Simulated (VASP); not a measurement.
A run of VASP 6.6.1:

Contents of INCAR:

```
SYSTEM = CdSe
PREC     = Accurate       ! precision mode
ENCUT    = 600            ! plane-wave cutoff, eV
EDIFF    = 1E-6           ! SCF threshold, eV
ISMEAR   = -1             ! smearing method
SIGMA    = 0.05           ! smearing width, eV
LREAL    = .FALSE.        ! projectors in reciprocal space
LASPH    = .TRUE.         ! aspherical terms in the spheres
NELM     = 100            ! most SCF steps
ALGO     = Normal         ! electronic algorithm
ISIF     = 3              ! what is computed and relaxed
LWAVE    = .FALSE.        ! write WAVECAR
LCHARG   = .FALSE.        ! write CHGCAR
GGA      = PE             ! functional
IBRION   = 2              ! ionic algorithm
NSW      = 60             ! ionic steps
EDIFFG   = -0.005         ! ionic threshold
PSTRESS  = 52.0
```

KPOINTS

```
Automatic mesh
0
G
  13 13 13
  0 0 0
```

File POSCAR:

```
CdSe
1.0
    3.4554164662      0.0000000000      0.0000000000
    0.0000000000      3.4554164662      0.0000000000
    0.0000000000      0.0000000000      3.4554164662
Cd Se
1 1
Direct
    0.0000000000      0.0000000000      0.0000000000
    0.5000000000      0.5000000000      0.5000000000
```

Potentials or basis: VASP PAW PBE potentials, release 64 (Cd, Se).

The run is started by

```console
$ cat potpaw_PBE.64/Cd/POTCAR potpaw_PBE.64/Se/POTCAR > POTCAR
$ mpirun -np 1 vasp_std > vasp.out
```

Hardware: 1 thread of AMD EPYC 9R45 96-Core Processor (Zen 5) (shared host).

Task: Estimate the wall time of this run.

Result: Run time: 50 s on 1 thread of AMD EPYC 9R45 96-Core Processor (Zen 5) (shared host), peak memory 0.17 GiB. Counts: scf iterations 26, k points 84, ion steps 3.
